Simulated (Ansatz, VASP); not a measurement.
Two plane-wave programs on W3S5

```xyz
8
Lattice="3.1830 0.0000 0.0000 -1.5915 2.7565 0.0000 0.0000 0.0000 28.5322" Properties=species:S:1:pos:R:3 pbc="T T T"
W     1.5915    0.9188   18.8109
W     0.0000    1.8377   25.2662
W     0.0000    1.8377   12.3933
S     1.5915    0.9188   26.8256
S     1.5915    0.9188   13.9531
S     0.0000    1.8377   20.3706
S     1.5915    0.9188   23.7059
S     1.5915    0.9188   10.8340
```

Alike in both runs: task single point; functional PBE; k mesh 12 × 12 × 1; no spin polarisation.

|  | VASP | Ansatz |
| --- | --- | --- |
| version | VASP 6.6.1 | Ansatz 0.2.0 |
| potentials or method | VASP PAW PBE potentials, release 64 (W_sv, S), cutoff 520 eV | scalar-relativistic, plane waves, PAW |
| occupations | gaussian, width 0.01 eV | fixed |
| valence electrons in the cell | 72 | 72 |

|  | VASP | Ansatz | Ansatz less VASP |
| --- | --- | --- | --- |
| gap on the k mesh at the Fermi level (eV) | 0.26 | 0.25 | -0.003 |
| least direct gap on the mesh (eV) | 0.42 | 0.41 | -0.013 |
| rms of the force components (eV/Å) | 0.187 | 0.185 | -0.0023 |

Atom by atom the forces differ by 0.002 eV/Å (rms over components).

Spin-orbit coupling is off throughout.
